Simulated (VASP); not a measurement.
# K2S (Fm-3m) in VASP: further runs

The runs below take K2S through single point, with PBE.

Program: VASP 6.6.1. These are calculated values, not measurements. Logs are shortened: lines on timing, memory, paths and dates and some standing lists are left out, and cuts for length are marked.

### 1 The cell of the first run

It takes space group Fm-3m (No. 225, cubic). Conventional cell: a = 7.391 Å, b = 7.391 Å, c = 7.391 Å, α = 90.00°, β = 90.00°, γ = 90.00°. K (site symmetry -43m) has 4 S at 3.20 Å and 6 K at 3.70 Å within 4.2 Å. Within 4.2 Å of S (site symmetry m-3m) lie 8 K at 3.20 Å.

### 2 Single point, PBE

INCAR

```
ALGO = Normal
EDIFF = 1E-6
ENCUT = 500
GGA = PE
GGA_COMPAT = F
ISIF = 2
ISMEAR = 0
LASPH = T
LCHARG = F
LREAL = F
LWAVE = F
NBANDS = 19
NELM = 120
PREC = Accurate
SIGMA = 0.01
```

KPOINTS

```
k-points
0
Gamma
  4 4 4
```

POSCAR

```
K2S
1.0
    0.0000000000      3.6955000000      3.6955000000
    3.6955000000      0.0000000000      3.6955000000
    3.6955000000      3.6955000000      0.0000000000
K S
2 1
Direct
    0.2500000000      0.2500000000      0.2500000000
    0.7500000000      0.7500000000      0.7500000000
    0.0000000000      0.0000000000      0.0000000000
```

Potentials or basis: VASP PAW PBE potentials, release 64 (K_sv, S).

On the command line:

```sh
> cat potpaw_PBE.64/K_sv/POTCAR potpaw_PBE.64/S/POTCAR > POTCAR
> mpirun -np 1 vasp_std > vasp.out
```

OUTCAR:

```text
EDIFF = 1E-6
   ENCUT = 500
   GGA = PE
   ISIF = 2
   ISMEAR = 0
   LASPH = T
   LREAL = F
   NELM = 120
   PREC = Accurate

 ion  position               nearest neighbor table
   1  0.250  0.250  0.250-   3 3.20   3 3.20   3 3.20   3 3.20   2 3.70   2 3.70   2 3.70   2 3.70
                             2 3.70   2 3.70
   2  0.750  0.750  0.750-   3 3.20   3 3.20   3 3.20   3 3.20   1 3.70   1 3.70   1 3.70   1 3.70
                             1 3.70   1 3.70
   3  0.000  0.000  0.000-   1 3.20   2 3.20   2 3.20   2 3.20   2 3.20   1 3.20   1 3.20   1 3.20

  LATTYP: Found a face centered cubic cell.
 ALAT       =     7.3910000000

  Lattice vectors:

 A1 = (   0.0000000000,   3.6955000000,   3.6955000000)
 A2 = (   3.6955000000,   0.0000000000,   3.6955000000)
 A3 = (   3.6955000000,   3.6955000000,   0.0000000000)

Analysis of symmetry for initial positions (statically):
=====================================================================
 Subroutine PRICEL returns:
 Original cell was already a primitive cell.

 Routine SETGRP: Setting up the symmetry group for a
 face centered cubic supercell.

 Subroutine GETGRP returns: Found 48 space group operations
 (whereof 48 operations were pure point group operations)
 out of a pool of 48 trial point group operations.

The static configuration has the point symmetry O_h .

Analysis of symmetry for dynamics (positions and initial velocities):
=====================================================================
 Subroutine PRICEL returns:
 Original cell was already a primitive cell.

 Routine SETGRP: Setting up the symmetry group for a
 face centered cubic supercell.

 Subroutine GETGRP returns: Found 48 space group operations
 (whereof 48 operations were pure point group operations)
 out of a pool of 48 trial point group operations.

The dynamic configuration has the point symmetry O_h .

 Subroutine INISYM returns: Found 48 space group operations
 (whereof 48 operations are pure point group operations),
 and found     1 'primitive' translations

----------------------------------------------------------------------------------------

                                     Primitive cell

  volume of cell :     100.9368

  direct lattice vectors                    reciprocal lattice vectors
     0.000000000  3.695500000  3.695500000    -0.135299689  0.135299689  0.135299689
     3.695500000  0.000000000  3.695500000     0.135299689 -0.135299689  0.135299689
[... 70 lines left out ...]
   EDIFF  = 0.1E-05   stopping-criterion for ELM
   LREAL  =      F    real-space projection
   EDIFFG = 0.1E-04   stopping-criterion for IOM
   NSW    =      0    number of steps for IOM
   IBRION =     -1    ionic relax: 0-MD 1-quasi-New 2-CG
   NFREE  =      0    steps in history (QN), initial steepest desc. (CG)
   ISIF   =      2    stress and relaxation
   ISYM   =      2    0-nonsym 1-usesym 2-fastsym
   POTIM  = 0.5000    time-step for ionic-motion
   TEBEG  =    0.0;   TEEND  =   0.0 temperature during run
   PSTRESS=    0.0 pullay stress
   NELECT =      24.0000    total number of electrons
   NUPDOWN=      -1.0000    fix difference up-down
   EMIN   =  10.00;   EMAX   =-10.00  energy-range for DOS
   EFERMI =   0.00;   METHOD = LEGACY
   ISMEAR =     0;   SIGMA  =   0.01  broadening in eV -4-tet -1-fermi 0-gaus
   EFERMI_NEDOS =   21; number of points for ismear=-14 and -15
   IALGO  =     38    algorithm
   IMIX   =      4    mixing-type and parameters
     AMIX     =   0.40;   BMIX     =  1.00
     AMIX_MAG =   1.60;   BMIX_MAG =  1.00
  volume/ion in A,a.u.               =      33.65       227.05
  Fermi-wavevector in a.u.,A,eV,Ry     =   1.014212  1.916583 13.995304  1.028626
  Thomas-Fermi vector in A             =   2.147426
   LORBIT       =      0    0 simple, 1 ext, 2 COOP (PROOUT), +10 PAW based schemes
   GGA     = PE    functional components
   LHFCALC =     F    Hartree Fock is set to
   AEXX    =    0.0000 exact exchange contribution
   IVDW    =     0    specifies the selected vdW correction
   LEPSILON=     F    determine dielectric tensor
   LRPA    =     F    only Hartree local field effects (RPA)
 non-spin polarized calculation
 Gauss-broadening in eV      SIGMA  =   0.01
  energy-cutoff  :      500.00
  volume of cell :      100.94
 maximum number of plane-waves:      2637
 NGX is ok and might be reduce to    40
   NGX = 19   NGY = 19   NGZ = 19

 number of electron      23.9999996 magnetization

 Free energy of the ion-electron system (eV)
  ---------------------------------------------------
  ext. energy  EPLUGINS =         0.00000000
  ---------------------------------------------------
  free energy    TOTEN  =        -9.41419149 eV

  energy without entropy =       -9.41419149  energy(sigma->0) =       -9.41419149

 E-fermi :  -0.1923     XC(G=0):  -7.3578

 val. band max:       -0.3278250731   @ k =   0.5000   0.5000   0.0000
 cond. band min:       2.0661359032   @ k =   0.0000   0.0000   0.0000
 fundamental gap:      2.3939609764
 Fermi energy:        -0.1923086879

 k-point     1 :       0.0000    0.0000    0.0000
  band No.  band energies     occupation
      1     -29.5377      2.00000
      2     -29.4536      2.00000
      3     -13.1335      2.00000
      4     -13.1335      2.00000
      5     -13.1335      2.00000
      6     -12.8923      2.00000
[... 153 lines left out ...]
      6     -13.0290      2.00000
[... 11 lines left out ...]
     18       6.9823      0.00000
     19       7.5450      0.00000

------------------------ aborting loop because EDIFF is reached ----------------------------------------

  FORCE on cell =-STRESS in cart. coord.  units (eV):
  Direction    XX          YY          ZZ          XY          YZ          ZX
  --------------------------------------------------------------------------------------
  -------------------------------------------------------------------------------------
  Total        0.3765238      0.3765238      0.3765238     -0.0000000      0.0000000     -0.0000000
  in kB        5.9765892      5.9765892      5.9765892     -0.0000000      0.0000000     -0.0000000
  external PRESSURE =       5.9765892 kB  Pullay stress =       0.0000000 kB

 VOLUME and BASIS-vectors are now :
 -----------------------------------------------------------------------------
  energy-cutoff  :      500.00
  volume of cell :      100.94
      direct lattice vectors                 reciprocal lattice vectors
     0.000000000  3.695500000  3.695500000    -0.135299689  0.135299689  0.135299689
     3.695500000  0.000000000  3.695500000     0.135299689 -0.135299689  0.135299689
     3.695500000  3.695500000  0.000000000     0.135299689  0.135299689 -0.135299689

 POSITION                                       TOTAL-FORCE (eV/Angst)
 -----------------------------------------------------------------------------------
      1.84775      1.84775      1.84775        -0.000000      0.000000     -0.000000
      5.54325      5.54325      5.54325         0.000000      0.000000     -0.000000
      0.00000      0.00000      0.00000         0.000000     -0.000000      0.000000
 -----------------------------------------------------------------------------------
    total drift:                               -0.000000     -0.000000      0.000000

  FREE ENERGIE OF THE ION-ELECTRON SYSTEM (eV)
  ---------------------------------------------------
  free  energy   TOTEN  =        -9.4141914875 eV

  energy  without entropy=       -9.4141914875  energy(sigma->0) =       -9.41419149
```

stdout:

```text
POSCAR found type information on POSCAR K S
 POSCAR found :  2 types and       3 ions
 scaLAPACK will be used
 LDA part: xc-table for (Slater+PW92), standard interpolation
 POSCAR, INCAR and KPOINTS ok, starting setup
 FFT: planning ... GRIDC
 FFT: planning ... GRID_SOFT
 FFT: planning ... GRID
 WAVECAR not read
 entering main loop
```

Run time: 18 s. Hardware: 1 thread of Intel Xeon 6975P-C, shared host; peak memory 0.23 GiB.

What came out:

```yaml
Free_energy: -9.4142 eV
Pressure: 0.6 GPa
Band_gap_on_the_k_mesh: 2.39 eV, indirect (least direct gap 2.59 eV)
```

A k mesh can miss the band edges.

### 3 Single point, PBE

This run uses another cell than the first one, of 34.54 Å³/atom, 1.027 times its volume.

INCAR

```
SYSTEM = K2S
  ALGO = Normal
  EDIFF = 1E-6
  ENCUT = 500
  GGA = PE
  GGA_COMPAT = .FALSE.
  ISIF = 2
  ISMEAR = 0
  LASPH = .TRUE.
  LCHARG = .FALSE.
  LREAL = .FALSE.
  LWAVE = .FALSE.
  NBANDS = 19
  NELM = 120
  PREC = Accurate
  SIGMA = 0.01
```

KPOINTS

```
k-points
0
G
  4 4 4
  0 0 0
```

POSCAR

```
K2S
1.0
    0.0000000000      3.7280611491      3.7280611491
    3.7280611491      0.0000000000      3.7280611491
    3.7280611491      3.7280611491      0.0000000000
K S
2 1
Direct
    0.2500000000      0.2500000000      0.2500000000
    0.7500000000      0.7500000000      0.7500000000
    0.0000000000      0.0000000000      0.0000000000
```

Potentials or basis: VASP PAW PBE potentials, release 64 (K_sv, S).

On the command line:

```sh
> cat potpaw_PBE.64/K_sv/POTCAR potpaw_PBE.64/S/POTCAR > POTCAR
> mpirun -np 1 vasp_std > vasp.out
```

Wall time 19 s (1 thread of Intel Xeon 6975P-C, shared host); peak memory 0.23 GiB.

The run converged. Its results:

* Free energy: -9.4204 eV
* Pressure: 0.1 GPa
* Band gap on the k mesh: 2.33 eV, indirect (least direct gap 2.50 eV)

Levels at points of the mesh, in eV from the valence-band top:
| k point | band 8 | band 9 | band 10 | band 11 | band 12 | band 13 | band 14 | band 15 | band 16 | band 17 |
| --- | --- | --- | --- | --- | --- | --- | --- | --- | --- | --- |
| (0.00, 0.00, 0.00) | -12.62 | -9.60 | -0.18 | -0.18 | -0.18 | 2.33 | 5.46 | 5.46 | 7.40 | 7.40 |
| (0.50, 0.00, 0.00) | -12.74 | -9.42 | -0.61 | -0.06 | -0.06 | 4.68 | 4.92 | 5.79 | 5.79 | 7.56 |
| (0.50, 0.50, 0.00) | -12.56 | -9.37 | -0.72 | 0.00 | 0.00 | 3.50 | 5.25 | 6.49 | 6.59 | 7.53 |

A k mesh can miss the band edges. As with any semilocal functional, this PBE gap is likely too small.

### 4 Single point, PBE

This run uses another cell than the first one, of 35.44 Å³/atom, 1.053 times its volume.

INCAR

```
PREC     = Accurate       # precision mode
ENCUT    = 500            # plane-wave cutoff, eV
EDIFF    = 1E-6           # SCF threshold, eV
ISMEAR   = 0              # smearing method
SIGMA    = 0.01           # smearing width, eV
LREAL    = F              # projectors in reciprocal space
LASPH    = T              # aspherical terms in the spheres
NELM     = 120            # most SCF steps
ALGO     = Normal         # electronic algorithm
ISIF     = 2              # what is computed and relaxed
LWAVE    = F              # write WAVECAR
LCHARG   = F              # write CHGCAR
GGA      = PE             # functional
NBANDS   = 19             # bands
GGA_COMPAT= F
```

KPOINTS

```
Automatic mesh
0
Gamma
  4 4 4
```

POSCAR

```
K2S
1.0
    0.0000000000      3.7600632393      3.7600632393
    3.7600632393      0.0000000000      3.7600632393
    3.7600632393      3.7600632393      0.0000000000
K S
2 1
Direct
    0.2500000000      0.2500000000      0.2500000000
    0.7500000000      0.7500000000      0.7500000000
    0.0000000000      0.0000000000      0.0000000000
```

On the command line:

```sh
> cat potpaw_PBE.64/K_sv/POTCAR potpaw_PBE.64/S/POTCAR > POTCAR
> mpirun -np 1 vasp_std > vasp.out
```

Run time: 20 s. Hardware: 1 thread of Intel Xeon 6975P-C, shared host; peak memory 0.23 GiB.

Results (log left out):

- Free energy: -9.4182 eV
- Pressure: -0.4 GPa
- Band gap on the k mesh: 2.26 eV, indirect (least direct gap 2.42 eV)

Levels at points of the mesh, in eV from the valence-band top:
```tsv
k point	band 8	band 9	band 10	band 11	band 12	band 13	band 14	band 15	band 16	band 17
(0.00, 0.00, 0.00)	-12.68	-9.58	-0.16	-0.16	-0.16	2.26	5.45	5.45	7.31	7.31
(0.50, 0.00, 0.00)	-12.79	-9.41	-0.59	-0.05	-0.05	4.62	4.81	5.74	5.74	7.51
(0.50, 0.50, 0.00)	-12.62	-9.37	-0.70	0.00	0.00	3.49	5.20	6.36	6.55	7.44
```

### 5 Single point, PBE

This run uses another cell than the first one, of 36.34 Å³/atom, 1.080 times its volume.

INCAR

```
SYSTEM = K2S
  PREC = Accurate
  ENCUT = 500
  EDIFF = 1E-6
  ISMEAR = 0
  SIGMA = 0.01
  LREAL = .FALSE.
  LASPH = .TRUE.
  NELM = 120
  ALGO = Normal
  ISIF = 2
  LWAVE = .FALSE.
  LCHARG = .FALSE.
  GGA = PE
  NBANDS = 19
  GGA_COMPAT = .FALSE.
```

KPOINTS

```
Automatic mesh
0
G
  4 4 4
  0 0 0
```

POSCAR

```
K2S
1.0
    0.0000000000      3.7915296666      3.7915296666
    3.7915296666      0.0000000000      3.7915296666
    3.7915296666      3.7915296666      0.0000000000
K S
2 1
Direct
    0.2500000000      0.2500000000      0.2500000000
    0.7500000000      0.7500000000      0.7500000000
    0.0000000000      0.0000000000      0.0000000000
```

On the command line:

```sh
> cat potpaw_PBE.64/K_sv/POTCAR potpaw_PBE.64/S/POTCAR > POTCAR
> mpirun -np 1 vasp_std > vasp.out
```

Wall time 20 s (1 thread of Intel Xeon 6975P-C, shared host); peak memory 0.24 GiB.

Results (log left out):

| Item | Value |
| --- | --- |
| Free energy | -9.4090 eV |
| Pressure | -0.8 GPa |
| Band gap on the k mesh | 2.20 eV, indirect (least direct gap 2.34 eV) |

Levels at points of the mesh, in eV from the valence-band top:
```csv
k point,band 10,band 11,band 12,band 13,band 14,band 15
"(0.00, 0.00, 0.00)",-0.14,-0.14,-0.14,2.20,5.44,5.44
"(0.50, 0.00, 0.00)",-0.58,-0.04,-0.04,4.57,4.69,5.70
"(0.50, 0.50, 0.00)",-0.68,0.00,0.00,3.48,5.14,6.23
```

### 6 Overview

```csv
cell,gap on the mesh (eV),pressure (GPa)
"a = 5.226 Å, angles 60.0°, 3 atoms",2.39,0.6
"a = 5.272 Å, angles 60.0°, 3 atoms",2.33,0.1
"a = 5.318 Å, angles 60.0°, 3 atoms",2.26,-0.4
"a = 5.362 Å, angles 60.0°, 3 atoms",2.20,-0.8
```

Alike in all rows: task single point; level PBE; potentials or basis VASP PAW PBE potentials, release 64 (K_sv, S); no spin polarisation; k mesh 4 × 4 × 4; cutoff (eV) 500; smearing gaussian 0.01 eV.

Absolute energies hang on the potentials; compare differences alone.
